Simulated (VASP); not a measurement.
# Fe3Ge (Fm-3m) in VASP: a series of runs

Runs on Fe3Ge. Level: PBEsol. Tasks: single point.

All numbers are computed with VASP 6.6.1; they aren't measurements. Logs are shortened: lines on timing, memory, paths and dates and some standing lists are left out, and cuts for length are marked.

### 1 The cell of the first run

The structure is cubic, space group Fm-3m (No. 225). Conventional cell: a = 5.634 Å, b = 5.634 Å, c = 5.634 Å, α = 90.00°, β = 90.00°, γ = 90.00°. Ge (site symmetry m-3m) has 14 Fe at 2.44 to 2.82 Å within 3.2 Å. Fe (site symmetry -43m) has 4 Ge at 2.44 Å and 10 Fe at 2.44 to 2.82 Å within 3.2 Å. Fe (site symmetry m-3m) has 8 Fe at 2.44 Å and 6 Ge at 2.82 Å within 3.2 Å.

### 2 Single point, PBEsol, collinear spin, ferromagnetic start

File INCAR:

```
SYSTEM = Fe3Ge
ALGO = Fast ; EDIFF = 1E-7
ENCUT = 520 ; GGA = PS
ISIF = 2 ; ISMEAR = -1
ISPIN = 2 ; LASPH = .TRUE.
LCHARG = .TRUE. ; LELF = .TRUE.
LMAXMIX = 4 ; LORBIT = 11
LREAL = .FALSE. ; LVHAR = .TRUE.
LWAVE = .FALSE. ; MAGMOM = 0 3 3 3
NBANDS = 31 ; NELM = 150
PREC = Accurate ; SIGMA = 0.05
```

File KPOINTS:

```
k-points
0
G
  8 8 8
  0 0 0
```

File POSCAR:

```
Fe3Ge
1.0
    0.0000000000      2.8168835416      2.8168835416
    2.8168835416      0.0000000000      2.8168835416
    2.8168835416      2.8168835416      0.0000000000
Ge Fe
1 3
Direct
    0.0000000000      0.0000000000      0.0000000000
    0.7500000000      0.7500000000      0.7500000000
    0.2500000000      0.2500000000      0.2500000000
    0.5000000000      0.5000000000      0.5000000000
```

Potentials or basis: VASP PAW PBE potentials, release 64 (Ge_d, Fe).

Started as:

```bash
$ cat potpaw_PBE.64/Ge_d/POTCAR potpaw_PBE.64/Fe/POTCAR > POTCAR
$ mpirun -np 1 vasp_std > vasp.out
```

OUTCAR:

```text
SYSTEM = Fe3Ge
   EDIFF = 1E-7
   ENCUT = 520
   GGA = PS
   ISIF = 2
   ISMEAR = -1
   ISPIN = 2
   LASPH = .TRUE.
   LORBIT = 11
   LREAL = .FALSE.
   NELM = 150
   PREC = Accurate

 ion  position               nearest neighbor table
   1  0.000  0.000  0.000-   2 2.44   3 2.44   2 2.44   2 2.44   2 2.44   3 2.44   3 2.44   3 2.44
                             4 2.82   4 2.82   4 2.82   4 2.82   4 2.82   4 2.82
   2  0.750  0.750  0.750-   1 2.44   4 2.44   4 2.44   4 2.44   4 2.44   1 2.44   1 2.44   1 2.44
                             3 2.82   3 2.82   3 2.82   3 2.82   3 2.82   3 2.82
   3  0.250  0.250  0.250-   1 2.44   4 2.44   1 2.44   1 2.44   1 2.44   4 2.44   4 2.44   4 2.44
                             2 2.82   2 2.82   2 2.82   2 2.82   2 2.82   2 2.82
   4  0.500  0.500  0.500-   2 2.44   3 2.44   3 2.44   3 2.44   3 2.44   2 2.44   2 2.44   2 2.44
                             1 2.82   1 2.82   1 2.82   1 2.82   1 2.82   1 2.82

  LATTYP: Found a face centered cubic cell.
 ALAT       =     5.6337670832

  Lattice vectors:

 A1 = (   0.0000000000,   2.8168835416,   2.8168835416)
 A2 = (   2.8168835416,   0.0000000000,   2.8168835416)
 A3 = (   2.8168835416,   2.8168835416,   0.0000000000)

Analysis of symmetry for initial positions (statically):
=====================================================================
 Subroutine PRICEL returns:
 Original cell was already a primitive cell.

 Routine SETGRP: Setting up the symmetry group for a
 face centered cubic supercell.

 Subroutine GETGRP returns: Found 48 space group operations
 (whereof 48 operations were pure point group operations)
 out of a pool of 48 trial point group operations.

The static configuration has the point symmetry O_h .

Analysis of symmetry for dynamics (positions and initial velocities):
=====================================================================
 Subroutine PRICEL returns:
 Original cell was already a primitive cell.

 Routine SETGRP: Setting up the symmetry group for a
 face centered cubic supercell.

 Subroutine GETGRP returns: Found 48 space group operations
 (whereof 48 operations were pure point group operations)
 out of a pool of 48 trial point group operations.

The dynamic configuration has the point symmetry O_h .

Analysis of structural, dynamic, and magnetic symmetry:
=====================================================================
 Subroutine PRICEL returns:
 Original cell was already a primitive cell.

 Routine SETGRP: Setting up the symmetry group for a
 face centered cubic supercell.

 Subroutine GETGRP returns: Found 48 space group operations
 (whereof 48 operations were pure point group operations)
 out of a pool of 48 trial point group operations.

The overall configuration has the point symmetry O_h .

 Subroutine INISYM returns: Found 48 space group operations
 (whereof 48 operations are pure point group operations),
 and found     1 'primitive' translations

----------------------------------------------------------------------------------------

                                     Primitive cell

  volume of cell :      44.7030

  direct lattice vectors                    reciprocal lattice vectors
     0.000000000  2.816883542  2.816883542    -0.177501126  0.177501126  0.177501126
     2.816883542  0.000000000  2.816883542     0.177501126 -0.177501126  0.177501126
     2.816883542  2.816883542  0.000000000     0.177501126  0.177501126 -0.177501126

  length of vectors
     3.983674908  3.983674908  3.983674908     0.307440968  0.307440968  0.307440968

  position of ions in fractional coordinates (direct lattice)
     0.000000000  0.000000000  0.000000000
     0.750000000  0.750000000  0.750000000
     0.250000000  0.250000000  0.250000000
     0.500000000  0.500000000  0.500000000

  ion indices of the primitive-cell ions
   primitive index   ion index
                 1           1
                 2           2
                 3           3
                 4           4

----------------------------------------------------------------------------------------

 KPOINTS: k-points

Automatic generation of k-mesh.
 Grid dimensions read from file:
 generate k-points for:    8    8    8

 Generating k-lattice:

  Cartesian coordinates                     Fractional coordinates (reciprocal lattice)
    -0.022187641  0.022187641  0.022187641     0.125000000  0.000000000  0.000000000
     0.022187641 -0.022187641  0.022187641     0.000000000  0.125000000  0.000000000
     0.022187641  0.022187641 -0.022187641     0.000000000  0.000000000  0.125000000

  Length of vectors
     0.038430121  0.038430121  0.038430121

  Shift w.r.t. Gamma in fractional coordinates (k-lattice)
     0.000000000  0.000000000  0.000000000

 Subroutine IBZKPT returns following result:
 ===========================================

 Found     29 irreducible k-points:

 Following reciprocal coordinates:
            Coordinates               Weight
  0.000000  0.000000  0.000000      1.000000
  0.125000  0.000000  0.000000      8.000000
  0.250000  0.000000  0.000000      8.000000
  0.375000  0.000000  0.000000      8.000000
  0.500000  0.000000  0.000000      4.000000
  0.125000  0.125000  0.000000      6.000000
[... 16 lines left out ...]
  0.500000  0.250000  0.125000     48.000000
 -0.375000  0.250000  0.125000     24.000000
 [... further k-points ...]
   k-points           NKPTS =     29   k-points in BZ     NKDIM =     29   number of bands    NBANDS=     31
   number of dos      NEDOS =    301   number of ions     NIONS =      4
   total plane-waves  NPLWV =  27000
   dimension x,y,z NGX =    30 NGY =   30 NGZ =   30
   dimension x,y,z NGXF=    60 NGYF=   60 NGZF=   60
   ions per type =               1   3
   NGX,Y,Z   is equivalent  to a cutoff of  12.52, 12.52, 12.52 a.u.
   NGXF,Y,Z  is equivalent  to a cutoff of  25.04, 25.04, 25.04 a.u.
 SYSTEM =  Fe3Ge
   PREC   = accura    normal or accurate (medium, high low for compatibility)
   ISTART =      0    job   : 0-new  1-cont  2-samecut
   ICHARG =      2    charge: 1-file 2-atom 10-const
   ISPIN  =      2    spin polarized calculation?
   LNONCOLLINEAR =      F non collinear calculations
   LSORBIT =      F    spin-orbit coupling
   LASPH  =      T    aspherical Exc in radial PAW
   ENCUT  =  520.0 eV  38.22 Ry    6.18 a.u.   7.41  7.41  7.41*2*pi/ulx,y,z
   NELM   =    150;   NELMIN=  2; NELMDL= -5     # of ELM steps
   EDIFF  = 0.1E-06   stopping-criterion for ELM
   LREAL  =      F    real-space projection
   EDIFFG = 0.1E-05   stopping-criterion for IOM
   NSW    =      0    number of steps for IOM
   IBRION =     -1    ionic relax: 0-MD 1-quasi-New 2-CG
   NFREE  =      0    steps in history (QN), initial steepest desc. (CG)
   ISIF   =      2    stress and relaxation
   ISYM   =      2    0-nonsym 1-usesym 2-fastsym
   POTIM  = 0.5000    time-step for ionic-motion
   TEBEG  =    0.0;   TEEND  =   0.0 temperature during run
   PSTRESS=    0.0 pullay stress
   NELECT =      38.0000    total number of electrons
   NUPDOWN=      -1.0000    fix difference up-down
   EMIN   =  10.00;   EMAX   =-10.00  energy-range for DOS
   EFERMI =   0.00;   METHOD = LEGACY
   ISMEAR =    -1;   SIGMA  =   0.05  broadening in eV -4-tet -1-fermi 0-gaus
   EFERMI_NEDOS =   21; number of points for ismear=-14 and -15
   IALGO  =     68    algorithm
   IMIX   =      4    mixing-type and parameters
     AMIX     =   0.40;   BMIX     =  1.00
     AMIX_MAG =   1.60;   BMIX_MAG =  1.00
  volume/ion in A,a.u.               =      11.18        75.42
  Fermi-wavevector in a.u.,A,eV,Ry     =   1.550805  2.930596 32.721951  2.404996
  Thomas-Fermi vector in A             =   2.655415
   LORBIT       =     11    0 simple, 1 ext, 2 COOP (PROOUT), +10 PAW based schemes
   GGA     = PS    functional components
   LHFCALC =     F    Hartree Fock is set to
   AEXX    =    0.0000 exact exchange contribution
   IVDW    =     0    specifies the selected vdW correction
   LEPSILON=     F    determine dielectric tensor
   LRPA    =     F    only Hartree local field effects (RPA)
 spin polarized calculation
 RMM-DIIS sequential band-by-band and
  energy-cutoff  :      520.00
  volume of cell :       44.70
 maximum number of plane-waves:      1243
 NGX is ok and might be reduce to    30
   NGX = 15   NGY = 15   NGZ = 15

 number of electron      37.9999999 magnetization       5.0571689

 Free energy of the ion-electron system (eV)
  ---------------------------------------------------
  ext. energy  EPLUGINS =         0.00000000
  ---------------------------------------------------
  free energy    TOTEN  =       -32.37384494 eV

  energy without entropy =      -32.35169684  energy(sigma->0) =      -32.36277089

 E-fermi :   7.8975     XC(G=0): -13.6147

 val. band max:        7.8897750997   @ k =   0.5000   0.2500   0.0000
 cond. band min:       7.9310722247   @ k =   0.2500   0.0000   0.0000
 fundamental gap:      0.0412971250
 Fermi energy:         7.8974900095

 spin component 1

 k-point     1 :       0.0000    0.0000    0.0000
  band No.  band energies     occupation
      1     -16.5664      1.00000
      2     -16.5664      1.00000
      3     -16.5664      1.00000
      4     -16.5378      1.00000
      5     -16.5378      1.00000
      6      -4.4177      1.00000
[... 23 lines left out ...]
     30      16.5935      0.00000
     31      16.5935      0.00000

 k-point     2 :       0.1250    0.0000    0.0000
  band No.  band energies     occupation
      1     -16.5667      1.00000
      2     -16.5660      1.00000
      3     -16.5660      1.00000
      4     -16.5373      1.00000
      5     -16.5373      1.00000
      6      -4.2099      1.00000
[... 23 lines left out ...]
     30      16.5510      0.00000
     31      17.1302      0.00000

 k-point     3 :       0.2500    0.0000    0.0000
  band No.  band energies     occupation
      1     -16.5674      1.00000
      2     -16.5651      1.00000
      3     -16.5651      1.00000
      4     -16.5360      1.00000
      5     -16.5360      1.00000
      6      -3.6217      1.00000
[... 703 lines left out ...]
     30      20.1650      0.00000
     31      20.8938      0.00000

 k-point    24 :      -0.3750    0.2500    0.1250
  band No.  band energies     occupation
      1     -16.5676      1.00000
      2     -16.5655      1.00000
      3     -16.5624      1.00000
      4     -16.5360      1.00000
      5     -16.5332      1.00000
      6      -2.0746      1.00000
[... 23 lines left out ...]
     30      18.8858      0.00000
     31      21.6975      0.00000

 [... further k-points ...]

 spin component 2

 k-point     1 :       0.0000    0.0000    0.0000
  band No.  band energies     occupation
      1     -16.5751      1.00000
      2     -16.5751      1.00000
      3     -16.5751      1.00000
      4     -16.5520      1.00000
      5     -16.5520      1.00000
      6      -4.3624      1.00000
[... 23 lines left out ...]
     30      17.1233      0.00000
     31      17.1234      0.00000

 k-point     2 :       0.1250    0.0000    0.0000
  band No.  band energies     occupation
      1     -16.5753      1.00000
      2     -16.5746      1.00000
      3     -16.5746      1.00000
      4     -16.5515      1.00000
      5     -16.5515      1.00000
      6      -4.1565      1.00000
[... 23 lines left out ...]
     30      17.1871      0.00000
     31      17.7426      0.00000

 k-point     3 :       0.2500    0.0000    0.0000
  band No.  band energies     occupation
      1     -16.5761      1.00000
      2     -16.5737      1.00000
      3     -16.5737      1.00000
      4     -16.5503      1.00000
      5     -16.5503      1.00000
      6      -3.5743      1.00000
[... 703 lines left out ...]
     30      20.6803      0.00000
     31      21.3392      0.00000

 k-point    24 :      -0.3750    0.2500    0.1250
  band No.  band energies     occupation
      1     -16.5763      1.00000
      2     -16.5742      1.00000
      3     -16.5711      1.00000
      4     -16.5503      1.00000
      5     -16.5475      1.00000
      6      -2.0241      1.00000
[... 23 lines left out ...]
     30      19.4546      0.00000
     31      21.9753      0.00000

 [... further k-points ...]
[... 5 lines left out ...]
  --------------------------------------------------------------------------------------
  -------------------------------------------------------------------------------------
  Total       -0.0402941     -0.0402941     -0.0402941     -0.0000000      0.0000000      0.0000000
  in kB       -1.4441595     -1.4441595     -1.4441595     -0.0000000      0.0000000      0.0000000
  external PRESSURE =      -1.4441595 kB  Pullay stress =       0.0000000 kB

 VOLUME and BASIS-vectors are now :
 -----------------------------------------------------------------------------
  energy-cutoff  :      520.00
  volume of cell :       44.70
      direct lattice vectors                 reciprocal lattice vectors
     0.000000000  2.816883542  2.816883542    -0.177501126  0.177501126  0.177501126
     2.816883542  0.000000000  2.816883542     0.177501126 -0.177501126  0.177501126
     2.816883542  2.816883542  0.000000000     0.177501126  0.177501126 -0.177501126

 POSITION                                       TOTAL-FORCE (eV/Angst)
 -----------------------------------------------------------------------------------
      0.00000      0.00000      0.00000        -0.000000     -0.000000     -0.000000
      4.22533      4.22533      4.22533        -0.000000      0.000000     -0.000000
      1.40844      1.40844      1.40844         0.000000     -0.000000      0.000000
      2.81688      2.81688      2.81688        -0.000000     -0.000000     -0.000000
 -----------------------------------------------------------------------------------
    total drift:                                0.000000     -0.000000     -0.000000

  FREE ENERGIE OF THE ION-ELECTRON SYSTEM (eV)
  ---------------------------------------------------
  free  energy   TOTEN  =       -32.3738449404 eV

  energy  without entropy=      -32.3516968445  energy(sigma->0) =      -32.36277089

 total charge

# of ion       s       p       d       tot
------------------------------------------
    1        1.066   1.351  10.159  12.577
    2        0.431   0.563   6.491   7.485
    3        0.431   0.563   6.491   7.485
    4        0.483   0.560   6.268   7.310
--------------------------------------------------
tot          2.411   3.038  29.409  34.857

 magnetization (x)

# of ion       s       p       d       tot
------------------------------------------
    1        0.004  -0.057  -0.011  -0.065
    2       -0.010  -0.026   1.329   1.294
    3       -0.010  -0.026   1.329   1.294
    4       -0.005  -0.023   2.539   2.512
--------------------------------------------------
tot         -0.020  -0.131   5.186   5.034
```

Wall time 2.2 min (1 thread of AMD EPYC 7R13 (Zen 3), shared host); peak memory 0.19 GiB.

Results:

```
Free energy                                           : -32.3738 eV
Pressure                                              : -0.1 GPa
Net moment                                            : 5.06 μB per cell
Site moments                                          : Ge -0.07; Fe +1.29, +2.51 μB
Valence electrons inside the program's atomic spheres : Ge 12.58; Fe 7.49, 7.31
```

Levels at points of the mesh, in eV from the Fermi level:
Spin up:
```csv
k point,band 18,band 19,band 20,band 21,band 22,band 23,band 24,band 25
"(0.00, 0.00, 0.00)",-0.61,-0.61,-0.31,-0.31,2.64,4.22,4.22,4.22
"(0.50, 0.00, 0.00)",-1.34,-1.34,-0.77,-0.77,-0.45,3.61,3.61,3.66
"(0.50, 0.50, 0.00)",-1.43,-1.05,-0.78,-0.39,-0.39,-0.35,0.16,3.74
```
Spin down:
```csv
k point,band 13,band 14,band 15,band 16,band 17,band 18,band 19,band 20,band 21,band 22
"(0.00, 0.00, 0.00)",-1.67,-1.67,0.60,0.60,0.60,1.29,1.29,1.32,1.32,2.88
"(0.50, 0.00, 0.00)",-1.52,-1.52,-0.67,-0.52,-0.52,0.93,0.93,1.18,1.18,1.20
"(0.50, 0.50, 0.00)",-1.78,-1.58,-0.51,-0.51,-0.08,0.42,0.81,1.00,1.24,1.26
```

Caveat: the PAW data sets were made with another functional, which shifts forces and pressure a little.

### 3 Single point, PBEsol, collinear spin, ferromagnetic start

This run uses another cell than the first one, of 11.65 Å³/atom, 1.043 times its volume.

File INCAR:

```
SYSTEM = Fe3Ge
PREC = Accurate
ENCUT = 520
EDIFF = 1E-7
ISMEAR = -1
SIGMA = 0.05
LREAL = .False.
LASPH = .True.
NELM = 150
ALGO = Fast
ISIF = 2
LWAVE = .False.
LCHARG = .False.
ISPIN = 2
MAGMOM = 0 3 3 3
LORBIT = 11
LMAXMIX = 4
GGA = PS
NBANDS = 31
```

File KPOINTS:

```
Automatic mesh
0
Gamma
  8 8 8
  0 0 0
```

File POSCAR:

```
Fe3Ge
1.0
    0.0000000000      2.8562856173      2.8562856173
    2.8562856173      0.0000000000      2.8562856173
    2.8562856173      2.8562856173      0.0000000000
Ge Fe
1 3
Direct
    0.0000000000      0.0000000000      0.0000000000
    0.7500000000      0.7500000000      0.7500000000
    0.2500000000      0.2500000000      0.2500000000
    0.5000000000      0.5000000000      0.5000000000
```

Potentials or basis: VASP PAW PBE potentials, release 64 (Ge_d, Fe).

Started as:

```bash
$ cat potpaw_PBE.64/Ge_d/POTCAR potpaw_PBE.64/Fe/POTCAR > POTCAR
$ mpirun -np 1 vasp_std > vasp.out
```

Run time: 2.1 min. Hardware: 1 thread of AMD EPYC 7R13 (Zen 3), shared host; peak memory 0.19 GiB.

Results (log left out):

| Quantity | Value |
| --- | --- |
| Free energy | -32.3202 eV |
| Pressure | -8.3 GPa |
| Net moment | 5.30 μB per cell |
| Site moments | Ge -0.07; Fe +1.41, +2.54 μB |
| Valence electrons inside the program's atomic spheres | Ge 12.51; Fe 7.38, 7.23 |

Levels at points of the mesh, in eV from the Fermi level:
Spin up:
```csv
k point,band 18,band 19,band 20,band 21,band 22,band 23,band 24,band 25
"(0.00, 0.00, 0.00)",-0.70,-0.70,-0.43,-0.43,2.25,3.97,3.97,3.97
"(0.50, 0.00, 0.00)",-1.38,-1.38,-0.85,-0.85,-0.54,3.32,3.36,3.36
"(0.50, 0.50, 0.00)",-1.45,-1.10,-0.86,-0.49,-0.49,-0.47,0.01,3.39
```
Spin down:
```tsv
k point	band 12	band 13	band 14	band 15	band 16	band 17	band 18	band 19	band 20	band 21
(0.00, 0.00, 0.00)	-1.55	-1.55	-1.55	0.62	0.62	0.62	1.29	1.29	1.32	1.32
(0.50, 0.00, 0.00)	-1.85	-1.40	-1.40	-0.62	-0.43	-0.43	0.93	0.93	1.18	1.19
(0.50, 0.50, 0.00)	-1.63	-1.63	-1.42	-0.45	-0.45	0.01	0.45	0.82	0.99	1.24
```

Caveat: the PAW data sets were made with another functional, which shifts forces and pressure a little.
